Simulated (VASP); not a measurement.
Crystal: Al3Ni5.

```
Al Ni
1.0
     3.27785   -3.70047    0.00000
     3.27785    3.70047    0.00000
     0.00000    0.00000    3.72527
Al Ni
3 5
Cartesian
  3.2778 0.0000 0.0000
  3.2778 -2.0629 1.8626
  3.2778 2.0629 1.8626
  0.0000 0.0000 0.0000
  1.6389 1.8502 0.0000
  1.6389 -1.8502 0.0000
  1.8087 0.0000 1.8626
  4.7470 0.0000 1.8626
```

```yaml
Program: VASP 6.6.1
Task: relaxation of cell and atoms
Functional: LDA
Potentials_or_basis: VASP PAW LDA potentials, release 64 (Al, Ni)
Cutoff: 600 eV
k_mesh: 8 × 8 × 10
Occupations: gaussian, width 0.1 eV
Spin: no spin polarisation
```

At the start: pressure -5.6 GPa; volume 11.30 Å³/atom.

Task: How do energy, volume and symmetry change on relaxing?

Result: Over 11 steps the energy falls by 6.2 meV/atom and the volume is 10.96 Å³/atom (-3.0 %); space group Cmmm (No. 65, to 0.1 Å) before and after.

The path:
```csv
step,energy change (eV),largest force (eV/Å),pressure (GPa),volume (Å³)
1,0.0000,0.1161,-5.60,90.37
2,-0.0053,0.0288,6.02,85.30
3,-0.0487,0.0562,0.03,87.70
4,-0.0487,0.0576,-0.13,87.75
5,-0.0489,0.0373,-0.09,87.76
6,-0.0492,0.0321,-0.12,87.77
7,-0.0493,0.0107,0.28,87.63
8,-0.0493,0.0213,0.10,87.67
9,-0.0493,0.0171,0.12,87.66
10,-0.0494,0.0111,0.00,87.71
11,-0.0494,0.0079,0.03,87.70
```

Final structure:
```
Al Ni
1.0
     3.25028   -3.65869    0.00000
     3.25028    3.65869    0.00000
     0.00000    0.00000    3.68757
Al Ni
3 5
Direct
  0.50000 0.50000 0.00000
  0.78024 0.21976 0.50000
  0.21976 0.78024 0.50000
  0.00000 0.00000 0.00000
  0.00000 0.50000 0.00000
  0.50000 0.00000 0.00000
  0.27680 0.27680 0.50000
  0.72320 0.72320 0.50000
```
